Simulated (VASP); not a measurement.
Runs of VASP 6.6.1 on Sn. The structure is that of space group Fd-3m (No. 227), or close to it. The cells are those of the table. This isn't the form of Sn at room conditions, which is tetragonal (white tin).

| cell | gap on the mesh (eV) | pressure (GPa) |
| --- | --- | --- |
| a = 4.525 Å, angles 60.0°, 2 atoms | none | 4.0 |
| a = 4.328 Å, angles 60.0°, 2 atoms | 0.49 | (a) |
| a = 4.579 Å, angles 60.0°, 2 atoms | none | 2.0 |
| a = 4.459 Å, angles 60.0°, 2 atoms | - | 7.0 |
| a = 4.404 Å, angles 60.0°, 2 atoms | 0.43 | (b) |

Alike in all rows: task single point; level r2SCAN; potentials or basis VASP PAW PBE potentials, release 64 (Sn_d); no spin polarisation; k mesh 14 × 14 × 14; cutoff (eV) 520; smearing fermi-dirac 0.1 eV.

Task: Estimate the missing entries.

Result: (a) 15.0; (b) 10.0.

Caveats: the PAW data sets were made with another functional, which shifts forces and pressure a little; spin-orbit coupling is left out, which moves the levels of the heavy elements; the cell stands under pressure (at least some runs).

A k mesh can miss the band edges, and the runs leave out spin-orbit coupling on Sn.

A gap of «none» marks levels without a gap at the run's occupations.
